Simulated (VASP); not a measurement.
Wanted: the native input for a VASP 6.6.1 run.

| Item | Value |
| --- | --- |
| Task | single point |
| Functional | LDA |
| Potentials or basis | VASP PAW LDA potentials, release 64 (Pt, Pb_d) |
| Cutoff | 520 eV |
| k mesh | 10 × 10 × 7 |
| Occupations | fermi-dirac, width 0.05 eV |
| Spin | no spin polarisation |
| Dipole correction | no |
| Further INCAR settings | ALGO = Normal; EDIFF = 1e-06; NBANDS = 32 |

The structure of PtPb lies in POSCAR:

```
PtPb
1.0
    4.1632418248      0.0000000000      0.0000000000
   -2.0816209124      3.6054731824      0.0000000000
    0.0000000000      0.0000000000      5.3446218092
Pt Pb
2 2
Direct
    0.3333333333      0.6666666667      0.2500000000
    0.6666666667      0.3333333333      0.7500000000
    0.0000000000      0.0000000000      0.0000000000
    0.0000000000      0.0000000000      0.5000000000
```

One way to write it, as run:

INCAR

```
ALGO = Normal ; EDIFF = 1E-6
ENCUT = 520 ; ISIF = 2
ISMEAR = -1 ; LASPH = T
LCHARG = F ; LREAL = F
LWAVE = F ; NBANDS = 32
NELM = 60 ; PREC = Accurate
SIGMA = 0.05
```

KPOINTS

```
k-points
0
Gamma
  10 10 7
```

Potentials or basis: VASP PAW LDA potentials, release 64 (Pt, Pb_d).

Run with:

```console
$ cat potpaw_LDA.64/Pt/POTCAR potpaw_LDA.64/Pb_d/POTCAR > POTCAR
$ mpirun -np 1 vasp_std > vasp.out
```

It gave:

```yaml
Pressure: 16.6 GPa
Band_gap_on_the_k_mesh: zero (bands 24 and 25 overlap by 3.18 eV)
```

Caveat: the cell stands under pressure; spin-orbit coupling is left out, which moves the levels of the heavy elements.

Wall time 35 s on 1 thread of Intel(R) Xeon(R) 6975P-C (Granite Rapids), on a shared host, peak memory 0.25 GiB.
